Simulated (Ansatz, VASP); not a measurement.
**One calculation of TePb, two programs**

The input INCAR:

```
  PREC = Accurate
  ENCUT = 500
  EDIFF = 1E-6
  ISMEAR = -1
  SIGMA = 0.02
  LREAL = F
  LASPH = T
  NELM = 120
  ALGO = Normal
  ISIF = 2
  LWAVE = F
  LCHARG = F
  GGA = PE
  NBANDS = 17
  GGA_COMPAT = F
```

Contents of KPOINTS:

```
Automatic mesh
0
Gamma
  6 6 6
```

File POSCAR:

```
TePb
1.0
    0.0000000000      3.2794650000      3.1362081099
    3.2794650000      0.0000000000      3.1362081099
    3.2794650000      3.2794650000      0.0000000000
Te Pb
1 1
Direct
    0.5000000000      0.5000000000      0.5000000000
    0.0000000000      0.0000000000      0.0000000000
```

Input for Ansatz:

```yaml
crystal:
  lattice:
    - [0.0, 3.2794649999999996, 3.1362081098789103]
    - [3.2794649999999996, 0.0, 3.1362081098789103]
    - [3.2794649999999996, 3.2794649999999996, 0.0]
  atoms:
    - { symbol: Te, position: [0.5, 0.5, 0.5] }
    - { symbol: Pb, position: [0.0, 0.0, 0.0] }
basis:
  ecutwfc: 520.0
kpoints:
  mp_grid:
    grid: [6, 6, 6]
hamiltonian:
  xc: pbe
scf:
  occupations:
    method: fermi_dirac
    width: 0.02
output:
  stress: true
```

Alike in both runs: task single point; functional PBE; k mesh 6 × 6 × 6; occupations fermi-dirac, width 0.02 eV; no spin polarisation.

|  | VASP | Ansatz |
| --- | --- | --- |
| version | VASP 6.6.1 | Ansatz 0.2.0 |
| potentials or method | VASP PAW PBE potentials, release 64 (Te, Pb_d), cutoff 500 eV | plane waves, PAW |
| valence electrons in the cell | 20 | 30 |

|  | VASP | Ansatz | Ansatz less VASP |
| --- | --- | --- | --- |
| pressure (GPa) | 2.4 | 2.4 | +0.06 |
| traceless stress, the component that is largest in VASP (GPa) | 3.99 | 3.99 | +0.001 |

With one functional, cell and mesh, what is left measures potentials, basis and numerics. VASP's potentials hold 20 valence electrons a cell and Ansatz's 30, so a difference there can come from the potentials and not from the codes.

Neither program's run includes spin-orbit coupling.
